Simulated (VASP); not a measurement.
# Mg3Be (I4/mmm) in VASP: a series of runs, part 2 of 2

VASP 6.6.1. Earlier steps stand in the parts before.

## (3) Relaxation of cell and atoms, PBE

This run uses another cell than the first one, of 18.92 Å³/atom.

INCAR reads:

```
PREC = Accurate
ENCUT = 600
EDIFF = 1E-7
ISMEAR = 0
SIGMA = 0.1
LREAL = False
LASPH = True
NELM = 100
ALGO = Fast
ISIF = 3
LWAVE = False
LCHARG = False
GGA = PE
IBRION = 2
NSW = 100
EDIFFG = -0.01
```

KPOINTS reads:

```
Automatic mesh
0
Gamma
  16 16 16
```

POSCAR reads:

```
Mg3Be
1.0
   -2.0766444258      2.0766444258      4.3881407795
    2.0766444258     -2.0766444258      4.3881407795
    2.0766444258      2.0766444258     -4.3881407795
Mg Be
3 1
Direct
    0.5000000000      0.5000000000      0.0000000000
    0.2500000000      0.7500000000      0.5000000000
    0.7500000000      0.2500000000      0.5000000000
    0.0000000000      0.0000000000      0.0000000000
```

Potentials or basis: VASP PAW PBE potentials, release 64 (Mg, Be).

The run is started by

```bash
$ cat potpaw_PBE.64/Mg/POTCAR potpaw_PBE.64/Be/POTCAR > POTCAR
$ mpirun -np 1 vasp_std > vasp.out
```

OUTCAR:

```text
PREC = Accurate
   ENCUT = 600
   EDIFF = 1E-7
   ISMEAR = 0
   LREAL = False
   LASPH = True
   NELM = 100
   ISIF = 3
   GGA = PE
   IBRION = 2
   NSW = 100
   EDIFFG = -0.01

 ion  position               nearest neighbor table
   1  0.500  0.500  0.000-   4 2.94   4 2.94   4 2.94   4 2.94   3 3.02   2 3.02   3 3.02   2 3.02
                             2 3.02   2 3.02   3 3.02   3 3.02
   2  0.250  0.750  0.500-   3 2.94   3 2.94   3 2.94   3 2.94   4 3.02   1 3.02   4 3.02   1 3.02
                             4 3.02   4 3.02   1 3.02   1 3.02
   3  0.750  0.250  0.500-   2 2.94   2 2.94   2 2.94   2 2.94   4 3.02   1 3.02   4 3.02   1 3.02
                             1 3.02   1 3.02   4 3.02   4 3.02
   4  0.000  0.000  0.000-   1 2.94   1 2.94   1 2.94   1 2.94   3 3.02   2 3.02   3 3.02   2 3.02
                             3 3.02   3 3.02   2 3.02   2 3.02

  LATTYP: Found a body centered tetragonal cell.
 ALAT       =     4.1532888516
 C/A-ratio  =     2.1130920272

  Lattice vectors:

 A1 = (  -2.0766444258,   2.0766444258,   4.3881407795)
 A2 = (   2.0766444258,  -2.0766444258,   4.3881407795)
 A3 = (   2.0766444258,   2.0766444258,  -4.3881407795)

Analysis of symmetry for initial positions (statically):
=====================================================================
 Subroutine PRICEL returns:
 Original cell was already a primitive cell.

 Routine SETGRP: Setting up the symmetry group for a
 body centered tetragonal supercell.

 Subroutine GETGRP returns: Found 16 space group operations
 (whereof 16 operations were pure point group operations)
 out of a pool of 16 trial point group operations.

The static configuration has the point symmetry D_4h.

Analysis of symmetry for dynamics (positions and initial velocities):
=====================================================================
 Subroutine PRICEL returns:
 Original cell was already a primitive cell.

 Routine SETGRP: Setting up the symmetry group for a
 body centered tetragonal supercell.

 Subroutine GETGRP returns: Found 16 space group operations
 (whereof 16 operations were pure point group operations)
 out of a pool of 16 trial point group operations.

The dynamic configuration has the point symmetry D_4h.

 Subroutine INISYM returns: Found 16 space group operations
 (whereof 16 operations are pure point group operations),
 and found     1 'primitive' translations

----------------------------------------------------------------------------------------

                                     Primitive cell

  volume of cell :      75.6946

  direct lattice vectors                    reciprocal lattice vectors
    -2.076644426  2.076644426  4.388140779     0.000000000  0.240773044  0.113943473
     2.076644426 -2.076644426  4.388140779     0.240773044  0.000000000  0.113943473
     2.076644426  2.076644426 -4.388140779     0.240773044  0.240773044  0.000000000

  length of vectors
     5.280216250  5.280216250  5.280216250     0.266373373  0.266373373  0.340504504

  position of ions in fractional coordinates (direct lattice)
     0.500000000  0.500000000  0.000000000
     0.250000000  0.750000000  0.500000000
     0.750000000  0.250000000  0.500000000
     0.000000000  0.000000000  0.000000000

  ion indices of the primitive-cell ions
[... 65 lines left out ...]
   NGX,Y,Z   is equivalent  to a cutoff of  13.22, 13.22, 13.22 a.u.
   NGXF,Y,Z  is equivalent  to a cutoff of  26.45, 26.45, 26.45 a.u.
 SYSTEM =  unknown system
   PREC   = accura    normal or accurate (medium, high low for compatibility)
   ISTART =      0    job   : 0-new  1-cont  2-samecut
   ICHARG =      2    charge: 1-file 2-atom 10-const
   ISPIN  =      1    spin polarized calculation?
   LNONCOLLINEAR =      F non collinear calculations
   LSORBIT =      F    spin-orbit coupling
   LASPH  =      T    aspherical Exc in radial PAW
   ENCUT  =  600.0 eV  44.10 Ry    6.64 a.u.  10.55 10.55 10.55*2*pi/ulx,y,z
   NELM   =    100;   NELMIN=  2; NELMDL= -5     # of ELM steps
   EDIFF  = 0.1E-06   stopping-criterion for ELM
   LREAL  =      F    real-space projection
   EDIFFG = -.1E-01   stopping-criterion for IOM
   NSW    =    100    number of steps for IOM
   IBRION =      2    ionic relax: 0-MD 1-quasi-New 2-CG
   NFREE  =      1    steps in history (QN), initial steepest desc. (CG)
   ISIF   =      3    stress and relaxation
   ISYM   =      2    0-nonsym 1-usesym 2-fastsym
   POTIM  = 0.5000    time-step for ionic-motion
   TEBEG  =    0.0;   TEEND  =   0.0 temperature during run
   PSTRESS=    0.0 pullay stress
   NELECT =       8.0000    total number of electrons
   NUPDOWN=      -1.0000    fix difference up-down
   EMIN   =  10.00;   EMAX   =-10.00  energy-range for DOS
   EFERMI =   0.00;   METHOD = LEGACY
   ISMEAR =     0;   SIGMA  =   0.10  broadening in eV -4-tet -1-fermi 0-gaus
   EFERMI_NEDOS =   21; number of points for ismear=-14 and -15
   IALGO  =     68    algorithm
   IMIX   =      4    mixing-type and parameters
     AMIX     =   0.40;   BMIX     =  1.00
     AMIX_MAG =   1.60;   BMIX_MAG =  1.00
  volume/ion in A,a.u.               =      18.92       127.70
  Fermi-wavevector in a.u.,A,eV,Ry     =   0.774016  1.462678  8.151259  0.599101
  Thomas-Fermi vector in A             =   1.875983
   LORBIT       =      0    0 simple, 1 ext, 2 COOP (PROOUT), +10 PAW based schemes
   GGA     = PE    functional components
   LHFCALC =     F    Hartree Fock is set to
   AEXX    =    0.0000 exact exchange contribution
   IVDW    =     0    specifies the selected vdW correction
   LEPSILON=     F    determine dielectric tensor
   LRPA    =     F    only Hartree local field effects (RPA)
 conjugate gradient relaxation of ions
 non-spin polarized calculation
 RMM-DIIS sequential band-by-band and
 Gauss-broadening in eV      SIGMA  =   0.10
  energy-cutoff  :      600.00
  volume of cell :       75.69
 maximum number of plane-waves:      2561
   NGX = 21   NGY = 21   NGZ = 21

--------------------------------------- Ionic step        1  -------------------------------------------

 number of electron       8.0000000 magnetization

 Free energy of the ion-electron system (eV)
  ---------------------------------------------------
  ext. energy  EPLUGINS =         0.00000000
  ---------------------------------------------------
  free energy    TOTEN  =        -7.08015295 eV

  energy without entropy =       -7.07057787  energy(sigma->0) =       -7.07536541

------------------------ aborting loop because EDIFF is reached ----------------------------------------

  FORCE on cell =-STRESS in cart. coord.  units (eV):
  Direction    XX          YY          ZZ          XY          YZ          ZX
  --------------------------------------------------------------------------------------
  -------------------------------------------------------------------------------------
  Total        0.2781597      0.2781597     -0.5862491      0.0000000      0.0000000     -0.0000000
  in kB        5.8876235      5.8876235    -12.4087466      0.0000000      0.0000000     -0.0000000
  external PRESSURE =      -0.2111665 kB  Pullay stress =       0.0000000 kB
[... 253 lines left out ...]
--------------------------------------- Ionic step        8  -------------------------------------------

 number of electron       8.0000000 magnetization

 Free energy of the ion-electron system (eV)
  ---------------------------------------------------
  ext. energy  EPLUGINS =         0.00000000
  ---------------------------------------------------
  free energy    TOTEN  =        -7.11236471 eV

  energy without entropy =       -7.10543670  energy(sigma->0) =       -7.10890071

 E-fermi :   3.1702     XC(G=0):  -8.8728

 val. band max:        3.1494810342   @ k =  -0.4375  -0.4375   0.0625
 cond. band min:       3.1760171918   @ k =  -0.1875   0.5000   0.1875
 fundamental gap:      0.0265361576
 Fermi energy:         3.1701987141

 k-point     1 :       0.0000    0.0000    0.0000
  band No.  band energies     occupation
      1      -4.3929      2.00000
      2       3.5710      0.00000
      3       3.9732      0.00000
      4       3.9732      0.00000
      5       4.7698      0.00000
      6       5.0506      0.00000
      7       5.0506      0.00000
      8       5.1674      0.00000
[... 243 lines left out ...]
 k-point    24 :      -0.0625    0.0625    0.0000
  band No.  band energies     occupation
      1      -4.3331      2.00000
      2       3.4940      0.00000
      3       3.6486      0.00000
      4       3.7623      0.00000
      5       4.2275      0.00000
      6       4.8280      0.00000
      7       5.2494      0.00000
      8       5.8348      0.00000

 [... further k-points ...]

------------------------ aborting loop because EDIFF is reached ----------------------------------------

  FORCE on cell =-STRESS in cart. coord.  units (eV):
  Direction    XX          YY          ZZ          XY          YZ          ZX
  --------------------------------------------------------------------------------------
  -------------------------------------------------------------------------------------
  Total        0.0009560      0.0009560      0.0003060      0.0000000      0.0000000      0.0000000
  in kB        0.0204084      0.0204084      0.0065315      0.0000000      0.0000000      0.0000000
  external PRESSURE =       0.0157827 kB  Pullay stress =       0.0000000 kB
[... 19 lines left out ...]
  FREE ENERGIE OF THE ION-ELECTRON SYSTEM (eV)
  ---------------------------------------------------
  free  energy   TOTEN  =        -7.1123647130 eV

  energy  without entropy=       -7.1054367041  energy(sigma->0) =       -7.10890071

 reached required accuracy - stopping structural energy minimisation
```

OSZICAR:

```text
N       E                     dE             d eps       ncg     rms          rms(c)
DAV:   1     0.435229984235E+01    0.43523E+01   -0.29938E+03  5584   0.832E+02
DAV:   2    -0.701542275325E+01   -0.11368E+02   -0.11037E+02  7752   0.628E+01
DAV:   3    -0.724833622390E+01   -0.23291E+00   -0.22458E+00  8016   0.103E+01
DAV:   4    -0.724952434104E+01   -0.11881E-02   -0.11876E-02  7664   0.749E-01
[... 61 lines left out ...]
RMM:   3    -0.711236474382E+01    0.26787E-05   -0.31031E-06  5584   0.127E-02    0.215E-03
RMM:   4    -0.711236494350E+01   -0.19968E-06   -0.28483E-07  4993   0.500E-03    0.353E-04
RMM:   5    -0.711236481743E+01    0.12607E-06   -0.29022E-08  3676   0.178E-03    0.160E-04
RMM:   6    -0.711236471316E+01    0.10428E-06   -0.42395E-09  3236   0.858E-04    0.243E-05
RMM:   7    -0.711236471303E+01    0.12570E-09   -0.36469E-10  2072   0.438E-04
   8 F= -.71123647E+01 E0= -.71089007E+01  d E =-.186943E-03
```

CONTCAR:

```text
Mg3Be
   1.00000000000000
    -2.1786063185493729    2.1786063185493729    3.9532914145044411
     2.1786063185493729   -2.1786063185493729    3.9532914145044411
     2.1786063185493729    2.1786063185493729   -3.9532914145044411
  Mg              Be
     3     1
Direct
     0.5000000000000000    0.5000000000000000    0.0000000000000000
     0.2500000000000000    0.7500000000000000    0.5000000000000000
     0.7500000000000000    0.2500000000000000    0.5000000000000000
     1.0000000000000000    0.0000000000000000    0.0000000000000000

  0.00000000E+00  0.00000000E+00  0.00000000E+00
  0.00000000E+00  0.00000000E+00  0.00000000E+00
  0.00000000E+00  0.00000000E+00  0.00000000E+00
  0.00000000E+00  0.00000000E+00  0.00000000E+00
```

It took 9.5 min on 1 thread of AMD EPYC 9R45 (Zen 5), shared host; peak memory 0.5 GiB.

What came out:

```yaml
Free_energy: -7.1124 eV
Relaxed_volume: 18.76 Å³/atom
Relaxed_cell: a = 5.012 Å, b = 5.012 Å, c = 5.012 Å, α = 128.47°, β = 128.47°, γ = 75.86°
Space_group_after_relaxing_to_0.1_Å: I4/mmm (No. 139)
Energy_gained_by_relaxing: 8.1 meV/atom
Ionic_steps: 8
Pressure_after_relaxing: 0.0 GPa
Band_gap_on_the_k_mesh: zero (bands 4 and 5 overlap by 2.67 eV)
```

Step by step:
| step | energy change (eV) | largest force (eV/Å) | pressure (GPa) | volume (Å³) |
| --- | --- | --- | --- | --- |
| 1 | 0.0000 | 0.0000 | -0.02 | 75.69 |
| 2 | -0.0054 | 0.0000 | -0.01 | 75.66 |
| 3 | -0.0180 | 0.0000 | 0.00 | 75.54 |
| 4 | -0.0303 | 0.0000 | 0.09 | 75.14 |
| 5 | -0.0311 | 0.0000 | 0.12 | 75.02 |
| 6 | -0.0320 | 0.0000 | 0.19 | 74.74 |
| 7 | -0.0316 | 0.0000 | -0.34 | 75.62 |
| 8 | -0.0322 | 0.0000 | 0.00 | 75.05 |

Final structure:
```
Mg Be
1.0
    -2.17861    2.17861    3.95329
     2.17861   -2.17861    3.95329
     2.17861    2.17861   -3.95329
Mg Be
3 1
Cartesian
  0.0000 0.0000 3.9533
  2.1786 0.0000 1.9766
  0.0000 2.1786 1.9766
  -2.1786 2.1786 3.9533
```

The gap in the log of VASP goes by the Fermi energy; the results here count the filled bands.